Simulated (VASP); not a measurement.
# Ga (I4/mmm) in VASP: further runs, part 2 of 2

VASP 6.6.1.

## 3. Single point, PBE (17.75 Å³/atom)

This run uses another cell than the first one, of 17.75 Å³/atom.

File INCAR:

```
SYSTEM = Ga
PREC = Accurate ; ENCUT = 500
EDIFF = 1E-6 ; ISMEAR = -1
SIGMA = 0.05 ; LREAL = .FALSE.
LASPH = .TRUE. ; NELM = 120
ALGO = Normal ; ISIF = 2
LWAVE = .FALSE. ; LCHARG = .TRUE.
GGA = PE ; LELF = .TRUE.
LVHAR = .TRUE. ; ISYM = 0
NBANDS = 12 ; GGA_COMPAT = .FALSE.
```

File KPOINTS:

```
regular mesh
0
G
  14 14 16
  0 0 0
```

File POSCAR:

```
Ga
1.0
   -1.4086644861      1.4086644861      2.2364053700
    1.4086644861     -1.4086644861      2.2364053700
    1.4086644861      1.4086644861     -2.2364053700
Ga
1
Direct
    0.0000000000      0.0000000000      0.0000000000
```

Potentials or basis: VASP PAW PBE potentials, release 64 (Ga_d).

The run is started by

```
$ cat potpaw_PBE.64/Ga_d/POTCAR > POTCAR
$ mpirun -np 1 vasp_std > vasp.out
```

OUTCAR:

```text
SYSTEM = Ga
   PREC = Accurate
   ENCUT = 500
   EDIFF = 1E-6
   ISMEAR = -1
   LREAL = .FALSE.
   LASPH = .TRUE.
   NELM = 120
   ISIF = 2
   GGA = PE
   ISYM = 0

 ion  position               nearest neighbor table
   1  0.000  0.000  0.000-

IMPORTANT INFORMATION: All symmetrisations will be switched off!
NOSYMM: (Re-)initialisation of all symmetry stuff for point group C_1.

----------------------------------------------------------------------------------------

                                     Primitive cell

  volume of cell :      17.7511

  direct lattice vectors                    reciprocal lattice vectors
    -1.408664486  1.408664486  2.236405370     0.000000000  0.354946124  0.223573064
     1.408664486 -1.408664486  2.236405370     0.354946124  0.000000000  0.223573064
     1.408664486  1.408664486 -2.236405370     0.354946124  0.354946124  0.000000000

  length of vectors
     2.995025918  2.995025918  2.995025918     0.419489769  0.419489769  0.501969623

  position of ions in fractional coordinates (direct lattice)
     0.000000000  0.000000000  0.000000000

[... 155 lines left out ...]
      2      -8.7857      2.00000
      3      -8.7855      2.00000
      4      -8.7630      2.00000
      5      -8.6267      2.00000
      6      -5.3841      2.00000
      7      19.0527      0.00000
      8      19.0527      0.00000
      9      19.0905      0.00000
     10      22.5028      0.00000
     11      22.5135      0.00000
     12      23.1559      0.00000
[... 331 lines left out ...]
 k-point    24 :       0.0714    0.1429    0.0000
  band No.  band energies     occupation
      1      -8.8894      2.00000
      2      -8.7975      2.00000
      3      -8.7656      2.00000
      4      -8.7356      2.00000
      5      -8.6377      2.00000
      6      -4.5315      2.00000
      7      13.6632      0.00000
      8      16.0356      0.00000
      9      18.1952      0.00000
     10      21.2974      0.00000
     11      21.9673      0.00000
     12      24.1553      0.00000

 [... further k-points ...]

------------------------ aborting loop because EDIFF is reached ----------------------------------------

  FORCE on cell =-STRESS in cart. coord.  units (eV):
  Direction    XX          YY          ZZ          XY          YZ          ZX
  --------------------------------------------------------------------------------------
  -------------------------------------------------------------------------------------
  Total        0.4283858      0.4283875      0.3625640     -0.0097381      0.0104952      0.0104950
  in kB       38.6651771     38.6653302     32.7242418     -0.8789444      0.9472734      0.9472543
  external PRESSURE =      36.6849164 kB  Pullay stress =       0.0000000 kB

 VOLUME and BASIS-vectors are now :
 -----------------------------------------------------------------------------
  energy-cutoff  :      500.00
  volume of cell :       17.75
      direct lattice vectors                 reciprocal lattice vectors
    -1.408664486  1.408664486  2.236405370     0.000000000  0.354946124  0.223573064
     1.408664486 -1.408664486  2.236405370     0.354946124  0.000000000  0.223573064
     1.408664486  1.408664486 -2.236405370     0.354946124  0.354946124  0.000000000

 POSITION                                       TOTAL-FORCE (eV/Angst)
 -----------------------------------------------------------------------------------
      0.00000      0.00000      0.00000        -0.000000      0.000000     -0.000001
 -----------------------------------------------------------------------------------
    total drift:                               -0.000000      0.000000     -0.000001

  FREE ENERGIE OF THE ION-ELECTRON SYSTEM (eV)
  ---------------------------------------------------
  free  energy   TOTEN  =        -2.8766671886 eV

  energy  without entropy=       -2.8739759971  energy(sigma->0) =       -2.87532159
```

stdout:

```text
POSCAR found type information on POSCAR Ga
 POSCAR found :  1 types and       1 ions
 scaLAPACK will be used
 LDA part: xc-table for (Slater+PW92), standard interpolation
 -----------------------------------------------------------------------------
|                                                                             |
|           W    W    AA    RRRRR   N    N  II  N    N   GGGG   !!!           |
|           W    W   A  A   R    R  NN   N  II  NN   N  G    G  !!!           |
|           W    W  A    A  R    R  N N  N  II  N N  N  G       !!!           |
|           W WW W  AAAAAA  RRRRR   N  N N  II  N  N N  G  GGG   !            |
|           WW  WW  A    A  R   R   N   NN  II  N   NN  G    G                |
|           W    W  A    A  R    R  N    N  II  N    N   GGGG   !!!           |
|                                                                             |
|     Your reciprocal lattice and k-lattice belong to different lattice       |
|     classes:                                                                |
|                                                                             |
|        The reciprocal lattice is body-centered tetragonal,                  |
|        whereas your k-lattice is base-centered monoclinic.                  |
|                                                                             |
|     Results are often still useful ...                                      |
|                                                                             |
 -----------------------------------------------------------------------------

 POSCAR, INCAR and KPOINTS ok, starting setup
 FFT: planning ... GRIDC
 FFT: planning ... GRID_SOFT
 FFT: planning ... GRID
 WAVECAR not read
 entering main loop
```

Run time: 5 min. Hardware: 1 thread of Oxide Virtual Turin-like, shared host; peak memory 0.36 GiB.

What came out:

```yaml
Free_energy: -2.8767 eV
Pressure: 3.7 GPa
Band_gap_on_the_k_mesh: zero (an odd number of electrons rules out a gap without spin polarisation)
```

Stress tensor (GPa, compression positive):
```
 3.87 -0.09  0.09
-0.09  3.87  0.09
 0.09  0.09  3.27
```

Caveat: the cell stands under pressure.
